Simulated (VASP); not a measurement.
# PtSe2 (P-3m1) in VASP: notebook

The runs below take PtSe2 through single point, with LDA+U.

Program: VASP 6.6.1. These are calculated values, not measurements. Logs are shortened: lines on timing, memory, paths and dates and some standing lists are left out, and cuts for length are marked.

**1. The cell of the first run**

Symmetry: P-3m1, No. 164, trigonal system. Conventional cell: a = 3.724 Å, b = 3.724 Å, c = 5.062 Å, α = 90.00°, β = 90.00°, γ = 120.00°. Pt (site symmetry -3m) has 6 Se at 2.49 Å within 3.3 Å. Se (site symmetry 3m) has 3 Pt at 2.49 Å and 6 Se at 3.32 Å within 3.4 Å.

**2. Single point, LDA+U**

The input, INCAR:

```
SYSTEM = PtSe2
PREC     = Accurate       ! precision mode
ENCUT    = 520            ! plane-wave cutoff, eV
EDIFF    = 1E-7           ! SCF threshold, eV
ISMEAR   = -1             ! smearing method
SIGMA    = 0.05           ! smearing width, eV
LREAL    = .False.        ! projectors in reciprocal space
LASPH    = .True.         ! aspherical terms in the spheres
NELM     = 150            ! most SCF steps
ALGO     = Normal         ! electronic algorithm
ISIF     = 2              ! what is computed and relaxed
LWAVE    = .False.        ! write WAVECAR
LCHARG   = .False.        ! write CHGCAR
LMAXMIX  = 4              ! l up to which the mixer works
LDAU     = .True.         ! DFT+U
LDAUTYPE = 2            
LDAUL    = 2 -1           ! shell
LDAUU    = 6 0            ! U, eV
LDAUJ    = 0 0          
LDAUPRINT= 1            
NBANDS   = 18             ! bands
```

The input, KPOINTS:

```
Automatic mesh
0
Gamma
  8 8 5
  0 0 0
```

The input, POSCAR:

```
PtSe2
1.0
    3.7240000000      0.0000000000      0.0000000000
   -1.8620000000      3.2250786037      0.0000000000
    0.0000000000      0.0000000000      5.0620000000
Pt Se
1 2
Direct
    0.0000000000      0.0000000000      0.0000000000
    0.6666666667      0.3333333333      0.7500000000
    0.3333333333      0.6666666667      0.2500000000
```

Potentials or basis: VASP PAW LDA potentials, release 64 (Pt, Se).

The run is started by

```bash
cat potpaw_LDA.64/Pt/POTCAR potpaw_LDA.64/Se/POTCAR > POTCAR
mpirun -np 1 vasp_std > vasp.out
```

OUTCAR:

```text
SYSTEM = PtSe2
   PREC = Accurate
   ENCUT = 520
   EDIFF = 1E-7
   ISMEAR = -1
   LREAL = .False.
   LASPH = .True.
   NELM = 150
   ISIF = 2

 ion  position               nearest neighbor table
   1  0.000  0.000  0.000-   2 2.49   3 2.49   2 2.49   3 2.49   2 2.49   3 2.49
   2  0.667  0.333  0.750-   1 2.49   1 2.49   1 2.49
   3  0.333  0.667  0.250-   1 2.49   1 2.49   1 2.49

  LATTYP: Found a hexagonal cell.
 ALAT       =     3.7240000000
 C/A-ratio  =     1.3592910849

  Lattice vectors:

 A1 = (   3.7240000000,   0.0000000000,   0.0000000000)
 A2 = (  -1.8620000000,   3.2250786037,   0.0000000000)
 A3 = (   0.0000000000,   0.0000000000,   5.0620000000)

Analysis of symmetry for initial positions (statically):
=====================================================================
 Subroutine PRICEL returns:
 Original cell was already a primitive cell.

 Routine SETGRP: Setting up the symmetry group for a
 hexagonal supercell.

 Subroutine GETGRP returns: Found 12 space group operations
 (whereof 12 operations were pure point group operations)
 out of a pool of 24 trial point group operations.

The static configuration has the point symmetry D_3d.

Analysis of symmetry for dynamics (positions and initial velocities):
=====================================================================
 Subroutine PRICEL returns:
 Original cell was already a primitive cell.

 Routine SETGRP: Setting up the symmetry group for a
 hexagonal supercell.

 Subroutine GETGRP returns: Found 12 space group operations
 (whereof 12 operations were pure point group operations)
 out of a pool of 24 trial point group operations.

The dynamic configuration has the point symmetry D_3d.

 Subroutine INISYM returns: Found 12 space group operations
 (whereof 12 operations are pure point group operations),
 and found     1 'primitive' translations

----------------------------------------------------------------------------------------

                                     Primitive cell

  volume of cell :      60.7956

  direct lattice vectors                    reciprocal lattice vectors
     3.724000000  0.000000000  0.000000000     0.268528464  0.155034981  0.000000000
    -1.862000000  3.225078604  0.000000000     0.000000000  0.310069962  0.000000000
     0.000000000  0.000000000  5.062000000     0.000000000  0.000000000  0.197550375

  length of vectors
     3.724000000  3.724000000  5.062000000     0.310069962  0.310069962  0.197550375

  position of ions in fractional coordinates (direct lattice)
     0.000000000  0.000000000  0.000000000
     0.666666667  0.333333333  0.750000000
     0.333333333  0.666666667  0.250000000

  ion indices of the primitive-cell ions
   primitive index   ion index
                 1           1
                 2           2
                 3           3

----------------------------------------------------------------------------------------

 KPOINTS: Automatic mesh

Automatic generation of k-mesh.
 Grid dimensions read from file:
 generate k-points for:    8    8    5

 Generating k-lattice:

  Cartesian coordinates                     Fractional coordinates (reciprocal lattice)
     0.033566058  0.019379373  0.000000000     0.125000000  0.000000000  0.000000000
     0.000000000  0.038758745  0.000000000     0.000000000  0.125000000  0.000000000
     0.000000000  0.000000000  0.039510075     0.000000000  0.000000000  0.200000000

  Length of vectors
     0.038758745  0.038758745  0.039510075

  Shift w.r.t. Gamma in fractional coordinates (k-lattice)
     0.000000000  0.000000000  0.000000000

 Subroutine IBZKPT returns following result:
 ===========================================

 Found     40 irreducible k-points:

 Following reciprocal coordinates:
            Coordinates               Weight
  0.000000  0.000000  0.000000      1.000000
  0.125000 -0.000000  0.000000      6.000000
  0.250000 -0.000000  0.000000      6.000000
  0.375000  0.000000  0.000000      6.000000
  0.500000 -0.000000  0.000000      3.000000
  0.125000  0.125000  0.000000      6.000000
[... 16 lines left out ...]
 -0.125000  0.500000  0.200000     12.000000
  0.250000  0.250000  0.200000     12.000000
 [... further k-points ...]
   k-points           NKPTS =     40   k-points in BZ     NKDIM =     40   number of bands    NBANDS=     18
   number of dos      NEDOS =    301   number of ions     NIONS =      3
   total plane-waves  NPLWV =  31360
   dimension x,y,z NGX =    28 NGY =   28 NGZ =   40
   dimension x,y,z NGXF=    56 NGYF=   56 NGZF=   80
   ions per type =               1   2
   NGX,Y,Z   is equivalent  to a cutoff of  12.50, 12.50, 13.14 a.u.
   NGXF,Y,Z  is equivalent  to a cutoff of  25.00, 25.00, 26.27 a.u.
 SYSTEM =  PtSe2
   PREC   = accura    normal or accurate (medium, high low for compatibility)
   ISTART =      0    job   : 0-new  1-cont  2-samecut
   ICHARG =      2    charge: 1-file 2-atom 10-const
   ISPIN  =      1    spin polarized calculation?
   LNONCOLLINEAR =      F non collinear calculations
   LSORBIT =      F    spin-orbit coupling
   LASPH  =      T    aspherical Exc in radial PAW
   ENCUT  =  520.0 eV  38.22 Ry    6.18 a.u.   6.92  6.92  9.41*2*pi/ulx,y,z
   NELM   =    150;   NELMIN=  2; NELMDL= -5     # of ELM steps
   EDIFF  = 0.1E-06   stopping-criterion for ELM
   LREAL  =      F    real-space projection
   EDIFFG = 0.1E-05   stopping-criterion for IOM
   NSW    =      0    number of steps for IOM
   IBRION =     -1    ionic relax: 0-MD 1-quasi-New 2-CG
   NFREE  =      0    steps in history (QN), initial steepest desc. (CG)
   ISIF   =      2    stress and relaxation
   ISYM   =      2    0-nonsym 1-usesym 2-fastsym
   POTIM  = 0.5000    time-step for ionic-motion
   TEBEG  =    0.0;   TEEND  =   0.0 temperature during run
   PSTRESS=    0.0 pullay stress
   NELECT =      22.0000    total number of electrons
   NUPDOWN=      -1.0000    fix difference up-down
   EMIN   =  10.00;   EMAX   =-10.00  energy-range for DOS
   EFERMI =   0.00;   METHOD = LEGACY
   ISMEAR =    -1;   SIGMA  =   0.05  broadening in eV -4-tet -1-fermi 0-gaus
   EFERMI_NEDOS =   21; number of points for ismear=-14 and -15
   IALGO  =     38    algorithm
   IMIX   =      4    mixing-type and parameters
     AMIX     =   0.40;   BMIX     =  1.00
     AMIX_MAG =   1.60;   BMIX_MAG =  1.00
  volume/ion in A,a.u.               =      20.27       136.76
  Fermi-wavevector in a.u.,A,eV,Ry     =   1.166608  2.204570 18.517184  1.360975
  Thomas-Fermi vector in A             =   2.303119
   LORBIT       =      0    0 simple, 1 ext, 2 COOP (PROOUT), +10 PAW based schemes
 LDA+U is selected, type is set to LDAUTYPE =  2
   angular momentum for each species LDAUL =     2   -1
   U (eV)           for each species LDAUU =   6.0  0.0
   J (eV)           for each species LDAUJ =   0.0  0.0
   GGA     = CA    functional components
   LHFCALC =     F    Hartree Fock is set to
   AEXX    =    0.0000 exact exchange contribution
   IVDW    =     0    specifies the selected vdW correction
   LEPSILON=     F    determine dielectric tensor
   LRPA    =     F    only Hartree local field effects (RPA)
 non-spin polarized calculation
  energy-cutoff  :      520.00
  volume of cell :       60.80
 maximum number of plane-waves:      1654
   NGX = 13   NGY = 13   NGZ = 19

atom =   1  type =  1  l = 2

 onsite density matrix

spin component  1

  0.8728 -0.0000 -0.0000  0.0991  0.0000
 -0.0000  0.8166  0.0000  0.0000  0.0991
 -0.0000  0.0000  0.9438 -0.0000  0.0000
  0.0991  0.0000 -0.0000  0.8166 -0.0000
  0.0000  0.0991  0.0000 -0.0000  0.8728

spin component  2

  0.8728 -0.0000 -0.0000  0.0991  0.0000
 -0.0000  0.8166  0.0000  0.0000  0.0991
 -0.0000  0.0000  0.9438 -0.0000  0.0000
  0.0991  0.0000 -0.0000  0.8166 -0.0000
  0.0000  0.0991  0.0000 -0.0000  0.8728

 occupancies and eigenvectors

  o =  0.7417  v =  0.6030  0.0000  0.0000 -0.7977 -0.0000  0.0000  0.0000  0.0000  0.0000  0.0000      0.0000  0.0000  0.0000  0.0000  0.0000  0.0000  0.0000  0.0000  0.0000  0.0000
  o =  0.7417  v =  0.0000  0.0000  0.0000  0.0000  0.0000  0.6030  0.0000  0.0000 -0.7977 -0.0000      0.0000  0.0000  0.0000  0.0000  0.0000  0.0000  0.0000  0.0000  0.0000  0.0000
  o =  0.7417  v =  0.0000 -0.7977 -0.0000 -0.0000  0.6030  0.0000  0.0000  0.0000  0.0000  0.0000      0.0000  0.0000  0.0000  0.0000  0.0000  0.0000  0.0000  0.0000  0.0000  0.0000
  o =  0.7417  v =  0.0000  0.0000  0.0000  0.0000  0.0000  0.0000 -0.7977 -0.0000 -0.0000  0.6030      0.0000  0.0000  0.0000  0.0000  0.0000  0.0000  0.0000  0.0000  0.0000  0.0000
  o =  0.9438  v =  0.0000  0.0000  0.0000  0.0000  0.0000  0.0000  0.0000 -1.0000 -0.0000  0.0000      0.0000  0.0000  0.0000  0.0000  0.0000  0.0000  0.0000  0.0000  0.0000  0.0000
  o =  0.9438  v =  0.0000  0.0000 -1.0000 -0.0000  0.0000  0.0000  0.0000  0.0000  0.0000  0.0000      0.0000  0.0000  0.0000  0.0000  0.0000  0.0000  0.0000  0.0000  0.0000  0.0000
  o =  0.9476  v = -0.7977  0.0000  0.0000 -0.6030 -0.0000  0.0000  0.0000  0.0000  0.0000  0.0000      0.0000  0.0000  0.0000  0.0000  0.0000  0.0000  0.0000  0.0000  0.0000  0.0000
  o =  0.9476  v =  0.0000  0.0000  0.0000  0.0000  0.0000 -0.7977  0.0000  0.0000 -0.6030 -0.0000      0.0000  0.0000  0.0000  0.0000  0.0000  0.0000  0.0000  0.0000  0.0000  0.0000
  o =  0.9476  v =  0.0000  0.6030  0.0000 -0.0000  0.7977  0.0000  0.0000  0.0000  0.0000  0.0000      0.0000  0.0000  0.0000  0.0000  0.0000  0.0000  0.0000  0.0000  0.0000  0.0000
  o =  0.9476  v =  0.0000  0.0000  0.0000  0.0000  0.0000  0.0000  0.6030  0.0000 -0.0000  0.7977      0.0000  0.0000  0.0000  0.0000  0.0000  0.0000  0.0000  0.0000  0.0000  0.0000

 number of electron      21.9999998 magnetization

 Free energy of the ion-electron system (eV)
  ---------------------------------------------------
  ext. energy  EPLUGINS =         0.00000000
  ---------------------------------------------------
  free energy    TOTEN  =       -13.23012311 eV

  energy without entropy =      -13.22210496  energy(sigma->0) =      -13.22611403

 E-fermi :   6.1901     XC(G=0): -10.8759

 val. band max:        6.1784058696   @ k =   0.3750   0.2500   0.0000
 cond. band min:       6.2068078734   @ k =  -0.1250   0.3750   0.2000
 fundamental gap:      0.0284020038
 Fermi energy:         6.1901426337

 k-point     1 :       0.0000    0.0000    0.0000
  band No.  band energies     occupation
      1      -9.2898      2.00000
      2      -6.5205      2.00000
      3      -1.4584      2.00000
      4      -0.7887      2.00000
      5      -0.7887      2.00000
      6       0.8829      2.00000
[... 10 lines left out ...]
     17      13.8192      0.00000
     18      17.8375      0.00000

 k-point     2 :       0.1250   -0.0000    0.0000
  band No.  band energies     occupation
      1      -9.1177      2.00000
      2      -6.6245      2.00000
      3      -1.2656      2.00000
      4      -0.6813      2.00000
      5      -0.6391      2.00000
      6       0.7913      2.00000
[... 10 lines left out ...]
     17      14.3737      0.00000
     18      16.0575      0.00000

 k-point     3 :       0.2500   -0.0000    0.0000
  band No.  band energies     occupation
      1      -8.6467      2.00000
      2      -6.8728      2.00000
      3      -0.8512      2.00000
      4      -0.4293      2.00000
      5      -0.2598      2.00000
      6       0.6403      2.00000
[... 10 lines left out ...]
     17      14.4239      0.00000
     18      14.8714      0.00000

 k-point     4 :       0.3750    0.0000    0.0000
  band No.  band energies     occupation
      1      -8.0297      2.00000
      2      -7.1622      2.00000
      3      -1.0334      2.00000
      4      -0.0726      2.00000
      5      -0.0069      2.00000
      6       0.8255      2.00000
[... 375 lines left out ...]
      4      -0.1741      2.00000
      5       0.2463      2.00000
      6       0.7264      2.00000
[... 10 lines left out ...]
     17      15.4005      0.00000
     18      15.9389      0.00000

 k-point    23 :      -0.1250    0.5000    0.2000
  band No.  band energies     occupation
      1      -7.7474      2.00000
      2      -7.2059      2.00000
      3      -1.2961      2.00000
      4      -0.3211      2.00000
      5       0.1526      2.00000
      6       0.7758      2.00000
[... 10 lines left out ...]
     17      15.5356      0.00000
     18      16.2534      0.00000

 k-point    24 :       0.2500    0.2500    0.2000
  band No.  band energies     occupation
      1      -7.7039      2.00000
      2      -7.2711      2.00000
      3      -0.7139      2.00000
      4      -0.6332      2.00000
      5       0.3253      2.00000
      6       0.4167      2.00000
[... 10 lines left out ...]
     17      14.6394      0.00000
     18      15.4622      0.00000

 [... further k-points ...]
[... 5 lines left out ...]
  --------------------------------------------------------------------------------------
  -------------------------------------------------------------------------------------
  Total       -1.7414229     -1.7414229     -1.4905524      0.0000000      0.0000000      0.0000000
  in kB      -45.8926061    -45.8926061    -39.2812881      0.0000000      0.0000000      0.0000000
  external PRESSURE =     -43.6888335 kB  Pullay stress =       0.0000000 kB

 VOLUME and BASIS-vectors are now :
 -----------------------------------------------------------------------------
  energy-cutoff  :      520.00
  volume of cell :       60.80
      direct lattice vectors                 reciprocal lattice vectors
     3.724000000  0.000000000  0.000000000     0.268528464  0.155034981  0.000000000
    -1.862000000  3.225078604  0.000000000     0.000000000  0.310069962  0.000000000
     0.000000000  0.000000000  5.062000000     0.000000000  0.000000000  0.197550375

 POSITION                                       TOTAL-FORCE (eV/Angst)
 -----------------------------------------------------------------------------------
      0.00000      0.00000      0.00000         0.000000      0.000000      0.000000
      1.86200      1.07503      3.79650        -0.000000     -0.000000      0.092597
     -0.00000      2.15005      1.26550         0.000000      0.000000     -0.092597
 -----------------------------------------------------------------------------------
    total drift:                               -0.000000     -0.000000     -0.000000

  FREE ENERGIE OF THE ION-ELECTRON SYSTEM (eV)
  ---------------------------------------------------
  free  energy   TOTEN  =       -13.2301231073 eV

  energy  without entropy=      -13.2221049577  energy(sigma->0) =      -13.22611403
```

Run time: 23 s. Hardware: 1 thread of Intel Xeon 6975P-C (Granite Rapids), shared host; peak memory 0.17 GiB.

What came out:

- Free energy: -13.2301 eV
- Pressure: -4.4 GPa
- Largest force: 0.093 eV/Å
- Band gap on the k mesh: zero (bands 11 and 12 overlap by 0.59 eV)

Forces on the atoms (eV/Å):
```
Pt   0.000  0.000  0.000
Se   0.000  0.000  0.093
Se   0.000  0.000 -0.093
```

Eigenvalues of the final occupation matrices:
```
    site  spin  trace               eigenvalues
site 1 d     1   4.32  0.74 0.74 0.94 0.95 0.95
site 1 d     2   4.32  0.74 0.74 0.94 0.95 0.95
```

Caveat: the cell stands under tension; spin-orbit coupling is left out, which moves the levels of the heavy elements; U without spin polarisation on a metal has little footing.

(Continued in part 2 of 2.)
